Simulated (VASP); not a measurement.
# KF (Carobbiite) (Fm-3m) in VASP: settings compared

Aim: see how the results for KF (Carobbiite) move with the level of theory and the settings. Levels: PBE, PBEsol, r2SCAN. Tasks: dielectric tensor, vibrations by perturbation theory.

Everything below comes from runs of VASP 6.6.1. Logs are shortened: lines on timing, memory, paths and dates and some standing lists are left out, and cuts for length are marked.

### Step 1. The cell of the first run

The structure is cubic, space group Fm-3m (No. 225). The conventional cell has a = 5.318 Å, b = 5.318 Å, c = 5.318 Å, α = 90.00°, β = 90.00°, γ = 90.00°. Within 3.5 Å of K (site symmetry m-3m) lie 6 F at 2.66 Å. F (site symmetry m-3m) has 6 K at 2.66 Å within 3.5 Å.

### Step 2. Dielectric tensor, PBE

INCAR

```
ALGO     = Normal         # electronic algorithm
EDIFF    = 1E-8           # SCF threshold, eV
ENCUT    = 520            # plane-wave cutoff, eV
GGA      = PE             # functional
ISIF     = 2              # what is computed and relaxed
ISMEAR   = 0              # smearing method
LASPH    = True           # aspherical terms in the spheres
LCHARG   = False          # write CHGCAR
LEPSILON = True           # dielectric tensor by DFPT
LREAL    = False          # projectors in reciprocal space
LWAVE    = False          # write WAVECAR
NELM     = 80             # most SCF steps
PREC     = Accurate       # precision mode
SIGMA    = 0.01           # smearing width, eV
```

KPOINTS

```
k-points
0
Gamma
  8 8 8
```

POSCAR

```
KF
1.0
    0.0000000000      2.6589566750      2.6589566750
    2.6589566750      0.0000000000      2.6589566750
    2.6589566750      2.6589566750      0.0000000000
K F
1 1
Direct
    0.0000000000      0.0000000000      0.0000000000
    0.5000000000      0.5000000000      0.5000000000
```

Potentials or basis: VASP PAW PBE potentials, release 64 (K_sv, F).

Launch:

```
> cat potpaw_PBE.64/K_sv/POTCAR potpaw_PBE.64/F/POTCAR > POTCAR
> mpirun -np 1 vasp_std > vasp.out
```

OUTCAR:

```text
EDIFF = 1E-8
   ENCUT = 520
   GGA = PE
   ISIF = 2
   ISMEAR = 0
   LASPH = True
   LEPSILON = True
   LREAL = False
   NELM = 80
   PREC = Accurate

 ion  position               nearest neighbor table
   1  0.000  0.000  0.000-   2 2.66   2 2.66   2 2.66   2 2.66   2 2.66   2 2.66
   2  0.500  0.500  0.500-   1 2.66   1 2.66   1 2.66   1 2.66   1 2.66   1 2.66

  LATTYP: Found a face centered cubic cell.
 ALAT       =     5.3179133500

  Lattice vectors:

 A1 = (   0.0000000000,   2.6589566750,   2.6589566750)
 A2 = (   2.6589566750,   0.0000000000,   2.6589566750)
 A3 = (   2.6589566750,   2.6589566750,   0.0000000000)

Analysis of symmetry for initial positions (statically):
=====================================================================
 Subroutine PRICEL returns:
 Original cell was already a primitive cell.

 Routine SETGRP: Setting up the symmetry group for a
 face centered cubic supercell.

 Subroutine GETGRP returns: Found 48 space group operations
 (whereof 48 operations were pure point group operations)
 out of a pool of 48 trial point group operations.

The static configuration has the point symmetry O_h .

Analysis of symmetry for dynamics (positions and initial velocities):
=====================================================================
 Subroutine PRICEL returns:
 Original cell was already a primitive cell.

 Routine SETGRP: Setting up the symmetry group for a
 face centered cubic supercell.

 Subroutine GETGRP returns: Found 48 space group operations
 (whereof 48 operations were pure point group operations)
 out of a pool of 48 trial point group operations.

The dynamic configuration has the point symmetry O_h .

 Subroutine INISYM returns: Found 48 space group operations
 (whereof 48 operations are pure point group operations),
 and found     1 'primitive' translations

----------------------------------------------------------------------------------------

                                     Primitive cell

  volume of cell :      37.5979

  direct lattice vectors                    reciprocal lattice vectors
     0.000000000  2.658956675  2.658956675    -0.188043681  0.188043681  0.188043681
     2.658956675  0.000000000  2.658956675     0.188043681 -0.188043681  0.188043681
     2.658956675  2.658956675  0.000000000     0.188043681  0.188043681 -0.188043681

  length of vectors
     3.760332592  3.760332592  3.760332592     0.325701209  0.325701209  0.325701209

  position of ions in fractional coordinates (direct lattice)
     0.000000000  0.000000000  0.000000000
     0.500000000  0.500000000  0.500000000

  ion indices of the primitive-cell ions
   primitive index   ion index
                 1           1
                 2           2

----------------------------------------------------------------------------------------

 KPOINTS: k-points

Automatic generation of k-mesh.
 Grid dimensions read from file:
 generate k-points for:    8    8    8

 Generating k-lattice:

  Cartesian coordinates                     Fractional coordinates (reciprocal lattice)
    -0.023505460  0.023505460  0.023505460     0.125000000  0.000000000  0.000000000
     0.023505460 -0.023505460  0.023505460     0.000000000  0.125000000  0.000000000
     0.023505460  0.023505460 -0.023505460     0.000000000  0.000000000  0.125000000

  Length of vectors
     0.040712651  0.040712651  0.040712651

  Shift w.r.t. Gamma in fractional coordinates (k-lattice)
     0.000000000  0.000000000  0.000000000

 Subroutine IBZKPT returns following result:
 ===========================================

 Found     29 irreducible k-points:

 Following reciprocal coordinates:
            Coordinates               Weight
  0.000000  0.000000  0.000000      1.000000
  0.125000  0.000000  0.000000      8.000000
  0.250000  0.000000  0.000000      8.000000
  0.375000  0.000000  0.000000      8.000000
  0.500000  0.000000  0.000000      4.000000
  0.125000  0.125000  0.000000      6.000000
[... 16 lines left out ...]
  0.500000  0.250000  0.125000     48.000000
 -0.375000  0.250000  0.125000     24.000000
 [... further k-points ...]
   k-points           NKPTS =     29   k-points in BZ     NKDIM =     29   number of bands    NBANDS=     12
   number of dos      NEDOS =    301   number of ions     NIONS =      2
[... 19 lines left out ...]
   NSW    =      0    number of steps for IOM
   IBRION =     -1    ionic relax: 0-MD 1-quasi-New 2-CG
   NFREE  =      0    steps in history (QN), initial steepest desc. (CG)
   ISIF   =      2    stress and relaxation
   ISYM   =      2    0-nonsym 1-usesym 2-fastsym
   POTIM  = 0.5000    time-step for ionic-motion
   TEBEG  =    0.0;   TEEND  =   0.0 temperature during run
   PSTRESS=    0.0 pullay stress
   NELECT =      16.0000    total number of electrons
   NUPDOWN=      -1.0000    fix difference up-down
   EMIN   =  10.00;   EMAX   =-10.00  energy-range for DOS
   EFERMI =   0.00;   METHOD = LEGACY
   ISMEAR =     0;   SIGMA  =   0.01  broadening in eV -4-tet -1-fermi 0-gaus
   EFERMI_NEDOS =   21; number of points for ismear=-14 and -15
   IALGO  =     38    algorithm
   IMIX   =      4    mixing-type and parameters
     AMIX     =   0.40;   BMIX     =  1.00
     AMIX_MAG =   1.60;   BMIX_MAG =  1.00
  volume/ion in A,a.u.               =      18.80       126.86
  Fermi-wavevector in a.u.,A,eV,Ry     =   1.231384  2.326979 20.630609  1.516307
  Thomas-Fermi vector in A             =   2.366196
   LORBIT       =      0    0 simple, 1 ext, 2 COOP (PROOUT), +10 PAW based schemes
   GGA     = PE    functional components
   LHFCALC =     F    Hartree Fock is set to
   AEXX    =    0.0000 exact exchange contribution
   IVDW    =     0    specifies the selected vdW correction
   LEPSILON=     T    determine dielectric tensor
   LRPA    =     F    only Hartree local field effects (RPA)
 non-spin polarized calculation
 Gauss-broadening in eV      SIGMA  =   0.01
  energy-cutoff  :      520.00
  volume of cell :       37.60
 maximum number of plane-waves:      1036
   NGX = 13   NGY = 13   NGZ = 13

--------------------------------------- Ionic step        1  -------------------------------------------

 number of electron      16.0000010 magnetization

 E-fermi :  -2.6590     XC(G=0):  -8.4698

 val. band max:       -2.7652278671   @ k =   0.0000   0.0000   0.0000
 cond. band min:       3.4772230377   @ k =   0.0000   0.0000   0.0000
 fundamental gap:      6.2424509048
 Fermi energy:        -2.6590060305

 k-point     1 :       0.0000    0.0000    0.0000
  band No.  band energies     occupation
      1     -28.8629      2.00000
      2     -21.4291      2.00000
      3     -12.1024      2.00000
      4     -12.1024      2.00000
      5     -12.1024      2.00000
      6      -2.7652      2.00000
      7      -2.7652      2.00000
      8      -2.7652      2.00000
      9       3.4772      0.00000
     10       7.9543      0.00000
     11       7.9543      0.00000
     12       7.9543      0.00000
[... 331 lines left out ...]
 k-point    24 :      -0.3750    0.2500    0.1250
  band No.  band energies     occupation
      1     -28.7488      2.00000
      2     -21.5004      2.00000
      3     -12.4349      2.00000
      4     -12.3282      2.00000
      5     -12.1773      2.00000
      6      -3.3448      2.00000
      7      -3.0505      2.00000
      8      -3.0244      2.00000
      9       6.6917      0.00000
     10       7.3985      0.00000
     11       8.9938      0.00000
     12      10.0306      0.00000

 [... further k-points ...]

  FORCE on cell =-STRESS in cart. coord.  units (eV):
  Direction    XX          YY          ZZ          XY          YZ          ZX
  --------------------------------------------------------------------------------------
  -------------------------------------------------------------------------------------
  Total        0.4612534      0.4612534      0.4612534      0.0000000      0.0000000      0.0000000
  in kB       19.6556035     19.6556035     19.6556035      0.0000000      0.0000000      0.0000000
  external PRESSURE =      19.6556035 kB  Pullay stress =       0.0000000 kB

 VOLUME and BASIS-vectors are now :
 -----------------------------------------------------------------------------
  energy-cutoff  :      520.00
  volume of cell :       37.60
      direct lattice vectors                 reciprocal lattice vectors
     0.000000000  2.658956675  2.658956675    -0.188043681  0.188043681  0.188043681
     2.658956675  0.000000000  2.658956675     0.188043681 -0.188043681  0.188043681
     2.658956675  2.658956675  0.000000000     0.188043681  0.188043681 -0.188043681

 POSITION                                       TOTAL-FORCE (eV/Angst)
 -----------------------------------------------------------------------------------
      0.00000      0.00000      0.00000         0.000000      0.000000      0.000000
      2.65896      2.65896      2.65896        -0.000000     -0.000000     -0.000000
 -----------------------------------------------------------------------------------
    total drift:                                0.000000      0.000000      0.000000

  FREE ENERGIE OF THE ION-ELECTRON SYSTEM (eV)
  ---------------------------------------------------
  free  energy   TOTEN  =        -8.2835908374 eV

  energy  without entropy=       -8.2835908374  energy(sigma->0) =       -8.28359084

 HEAD OF MICROSCOPIC STATIC DIELECTRIC TENSOR (INDEPENDENT PARTICLE, excluding Hartree and local field effects)
 ------------------------------------------------------
           2.112720     0.000000    -0.000000
           0.000000     2.112720     0.000000
           0.000000    -0.000000     2.112720
 ------------------------------------------------------

 Free energy of the ion-electron system (eV)
  ---------------------------------------------------
  ---------------------------------------------------
  free energy    TOTEN  =        -0.11401581 eV

  energy without entropy =       -0.11401581

------------------------ aborting loop because EDIFF is reached ----------------------------------------

--------------------------------------- Ionic step        2  -------------------------------------------

------------------------ aborting loop because EDIFF is reached ----------------------------------------

--------------------------------------- Ionic step        3  -------------------------------------------

 Free energy of the ion-electron system (eV)
  ---------------------------------------------------
  ---------------------------------------------------
  free energy    TOTEN  =        -0.11401578 eV

  energy without entropy =       -0.11401578

------------------------ aborting loop because EDIFF is reached ----------------------------------------

 PIEZOELECTRIC TENSOR FIELD DIRECTION 3  (e Angst)
 -----------------------------------------------------------------------------
    -0.00008  0.00000 -0.00000           ( -0.00000  0.00000  0.00000)
     0.00000 -0.00008  0.00000           (  0.00000 -0.00000  0.00000)
    -0.00000  0.00000 -0.00019           (  0.00000  0.00000 -0.00001)

 PIEZOELECTRIC TENSOR FIELD DIRECTION 3  (C/m^2)
 -----------------------------------------------------------------------------
    -0.00003  0.00000 -0.00000
     0.00000 -0.00003  0.00000
    -0.00000  0.00000 -0.00008

 MACROSCOPIC STATIC DIELECTRIC TENSOR (including local field effects in DFT)
 ------------------------------------------------------
           1.992604     0.000000    -0.000000
           0.000000     1.992604    -0.000000
           0.000000     0.000000     1.992604
 ------------------------------------------------------

 PIEZOELECTRIC TENSOR (including local field effects)  for field in x, y, z        (e  Angst)
          XX          YY          ZZ          XY          YZ          ZX
  --------------------------------------------------------------------------------
  x     0.00000     0.00000     0.00000     0.00000     0.00000     0.00000
  y     0.00000     0.00000     0.00000     0.00000     0.00000     0.00000
  z     0.00000     0.00000     0.00000     0.00000     0.00000     0.00000

 PIEZOELECTRIC TENSOR (including local field effects)  for field in x, y, z        (C/m^2)
          XX          YY          ZZ          XY          YZ          ZX
  --------------------------------------------------------------------------------
  x     0.00000     0.00000     0.00000     0.00000     0.00000     0.00000
  y     0.00000     0.00000     0.00000     0.00000     0.00000     0.00000
  z     0.00000     0.00000     0.00000     0.00000     0.00000     0.00000

 BORN EFFECTIVE CHARGES (including local field effects) (in |e|, cummulative output)
 ---------------------------------------------------------------------------------
 ion    1
    1     1.13882    -0.00000    -0.00000
    2     0.00000     1.13882     0.00000
    3    -0.00000    -0.00000     1.13882
 ion    2
    1    -1.13882     0.00000     0.00000
    2    -0.00000    -1.13882     0.00000
    3     0.00000     0.00000    -1.13882
```

It took 2 min on 1 thread of Intel Xeon 6975P-C (Granite Rapids), shared host; peak memory 0.21 GiB.

Results:

| Quantity | Value |
| --- | --- |
| Band gap on the k mesh | 6.24 eV, direct |
| Electronic dielectric tensor (diagonal) | 1.99 |
| Born charges (mean of the diagonal) | K +1.14; F -1.14 e |

Electronic dielectric tensor:
```
1.99 0.00 0.00
0.00 1.99 0.00
0.00 0.00 1.99
```

Born effective charge tensors (e):
atom 1, K
```
1.14 0.00 0.00
0.00 1.14 0.00
0.00 0.00 1.14
```
atom 2, F
```
-1.14  0.00  0.00
 0.00 -1.14  0.00
 0.00  0.00 -1.14
```

A k mesh can miss the band edges. PBE gaps usually lie below the measured ones, often by a third to a half.

### Step 3. Vibrations by perturbation theory, PBEsol

This run uses another cell than the first one, of 18.68 Å³/atom, 0.994 times its volume.

INCAR

```
SYSTEM = KF
  PREC = Accurate
  ENCUT = 520
  EDIFF = 1E-8
  ISMEAR = 0
  SIGMA = 0.01
  LREAL = .FALSE.
  LASPH = .TRUE.
  NELM = 60
  ALGO = Normal
  ISIF = 2
  LWAVE = .FALSE.
  LCHARG = .FALSE.
  GGA = PS
  NBANDS = 15
  IBRION = 8
  NSW = 1
  LEPSILON = .TRUE.
```

KPOINTS

```
regular mesh
0
G
  8 8 8
  0 0 0
```

POSCAR

```
KF
1.0
    0.0000000000      2.6535253009      2.6535253009
    2.6535253009      0.0000000000      2.6535253009
    2.6535253009      2.6535253009      0.0000000000
K F
1 1
Direct
    0.0000000000      0.0000000000      0.0000000000
    0.5000000000      0.5000000000      0.5000000000
```

Potentials or basis: VASP PAW PBE potentials, release 64 (K_sv, F).

Launch:

```
> cat potpaw_PBE.64/K_sv/POTCAR potpaw_PBE.64/F/POTCAR > POTCAR
> mpirun -np 1 vasp_std > vasp.out
```

OUTCAR:

```text
SYSTEM = KF
   PREC = Accurate
   ENCUT = 520
   EDIFF = 1E-8
   ISMEAR = 0
   LREAL = .FALSE.
   LASPH = .TRUE.
   NELM = 60
   ISIF = 2
   GGA = PS
   IBRION = 8
   NSW = 1
   LEPSILON = .TRUE.

 ion  position               nearest neighbor table
   1  0.000  0.000  0.000-   2 2.65   2 2.65   2 2.65   2 2.65   2 2.65   2 2.65
   2  0.500  0.500  0.500-   1 2.65   1 2.65   1 2.65   1 2.65   1 2.65   1 2.65

  LATTYP: Found a face centered cubic cell.
 ALAT       =     5.3070506018

  Lattice vectors:

 A1 = (   0.0000000000,   2.6535253009,   2.6535253009)
 A2 = (   2.6535253009,   0.0000000000,   2.6535253009)
 A3 = (   2.6535253009,   2.6535253009,   0.0000000000)

Analysis of symmetry for initial positions (statically):
=====================================================================
 Subroutine PRICEL returns:
 Original cell was already a primitive cell.
[... 732 lines left out ...]

 SECOND DERIVATIVES (NOT SYMMETRIZED)
 ------------------------------------
               1X          1Y          1Z          2X          2Y          2Z
  1X    -1.586351    0.000000    0.000000    1.586351    0.000000    0.000000
  1Y     0.000000   -1.586351    0.000000    0.000000    1.586351    0.000000
  1Z     0.000000    0.000000   -1.586351    0.000000    0.000000    1.586351
  2X     1.622772    0.000000    0.000000   -1.622772    0.000000    0.000000
  2Y     0.000000    1.622772    0.000000    0.000000   -1.622772    0.000000
  2Z     0.000000    0.000000    1.622772    0.000000    0.000000   -1.622772

 Eigenvectors and eigenvalues of the dynamical matrix
 ----------------------------------------------------

   1 f  =    5.549168 THz    34.866453 2PiTHz  185.100333 cm-1    22.949506 meV
             X         Y         Z           dx          dy          dz
      0.000000  0.000000  0.000000     0.567490    0.000000   -0.000000
      2.653525  2.653525  2.653525    -0.823380    0.000000   -0.000000
[... 21 lines left out ...]
   6 f/i=    0.029428 THz     0.184902 2PiTHz    0.981617 cm-1     0.121705 meV
             X         Y         Z           dx          dy          dz
      0.000000  0.000000  0.000000     0.379499    0.544962   -0.486778
      2.653525  2.653525  2.653525     0.261558    0.375598   -0.335497

--------------------------------------------------------------------------------------------------------

 MACROSCOPIC STATIC DIELECTRIC TENSOR IONIC CONTRIBUTION
 ------------------------------------------------------
           3.933855    -0.000000     0.000000
          -0.000000     3.933855     0.000000
           0.000000     0.000000     3.933855
 ------------------------------------------------------

 ELASTIC MODULI CONTR FROM IONIC RELAXATION (kBar)
 Direction    XX          YY          ZZ          XY          YZ          ZX
 --------------------------------------------------------------------------------
 XX           0.0000      0.0000      0.0000      0.0000      0.0000      0.0000
 YY           0.0000      0.0000      0.0000      0.0000      0.0000      0.0000
 ZZ           0.0000      0.0000      0.0000      0.0000      0.0000      0.0000
 XY           0.0000      0.0000      0.0000      0.0000      0.0000      0.0000
 YZ           0.0000      0.0000      0.0000      0.0000      0.0000      0.0000
 ZX           0.0000      0.0000      0.0000      0.0000      0.0000      0.0000
 --------------------------------------------------------------------------------

 PIEZOELECTRIC TENSOR IONIC CONTR  for field in x, y, z        (C/m^2)
          XX          YY          ZZ          XY          YZ          ZX
  --------------------------------------------------------------------------------
  x     0.00000     0.00000     0.00000     0.00000     0.00000     0.00000
  y     0.00000     0.00000     0.00000     0.00000     0.00000     0.00000
  z     0.00000     0.00000     0.00000     0.00000     0.00000     0.00000
```

It took 4.7 min on 1 thread of Intel Xeon Platinum 8488C (Sapphire Rapids), shared host; peak memory 0.23 GiB.

Results:

```yaml
Electronic_dielectric_tensor_diagonal: 2.02
Born_charges_mean_of_the_diagonal: K +1.14; F -1.14 e
Highest_phonon_frequency_at_Γ_LO-TO_splitting_left_out: 185 cm⁻¹
```

Phonon frequencies in cm⁻¹ (negative: imaginary):
| q point | frequencies |
| --- | --- |
| (0.000, 0.000, 0.000) | -1 -1 -1 185 185 185 |

Electronic dielectric tensor:
```
2.02 0.00 0.00
0.00 2.02 0.00
0.00 0.00 2.02
```

Born effective charge tensors (e):
atom 1, K
```
1.14 0.00 0.00
0.00 1.14 0.00
0.00 0.00 1.14
```
atom 2, F
```
-1.14  0.00  0.00
 0.00 -1.14  0.00
 0.00  0.00 -1.14
```

Caveat: the PAW data sets were made with another functional, which shifts forces and pressure a little.

[end of part 1 of 2]
